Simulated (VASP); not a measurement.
A run of VASP 6.6.1 is set up as follows.

File INCAR:

```
SYSTEM = InGa3As4
ALGO = Normal ; EDIFF = 1E-6
ENCUT = 520 ; GGA = PE
ISIF = 2 ; ISMEAR = 0
LASPH = .TRUE. ; LCHARG = .TRUE.
LELF = .TRUE. ; LREAL = .FALSE.
LVHAR = .TRUE. ; LWAVE = .FALSE.
NBANDS = 46 ; NELM = 100
PREC = Accurate ; SIGMA = 0.1
```

KPOINTS

```
k-points
0
G
  4 4 4
  0 0 0
```

The input POSCAR:

```
InGa3As4
1.0
   -2.9307129451      2.9307129451      5.8522843989
    2.9307129451     -2.9307129451      5.8522843989
    2.9307129451      2.9307129451     -5.8522843989
In Ga As
1 3 4
Direct
    0.5000000000      0.5000000000      0.0000000000
    0.0000000000      0.0000000000      0.0000000000
    0.2500000000      0.7500000000      0.5000000000
    0.7500000000      0.2500000000      0.5000000000
    0.6330371588      0.6330371588      0.5260212905
    0.1070158683      0.1070158683      0.4739787095
    0.8929841317      0.3669628412      0.0000000000
    0.3669628412      0.8929841317      0.0000000000
```

Potentials or basis: VASP PAW PBE potentials, release 64 (In_d, Ga_d, As).

Launch:

```bash
$ cat potpaw_PBE.64/In_d/POTCAR potpaw_PBE.64/Ga_d/POTCAR potpaw_PBE.64/As/POTCAR > POTCAR
$ mpirun -np 1 vasp_std > vasp.out
```

**Question.** Estimate the band gap on the k mesh.

**Answer.** Zero (filled and empty bands touch).

**Question.** Estimate the pressure.

**Answer.** 0.1 GPa.

Forces on the atoms (eV/Å):
```
In   0.000  0.000  0.000
Ga   0.000  0.000  0.000
Ga   0.000  0.000  0.000
Ga   0.000  0.000  0.000
As  -0.043 -0.043  0.032
As   0.043  0.043  0.032
As   0.043 -0.043 -0.032
As  -0.043  0.043 -0.032
```

Caveat: the k points lie up to 0.38 Å⁻¹ apart; spin-orbit coupling is left out, which moves the levels of the heavy elements.
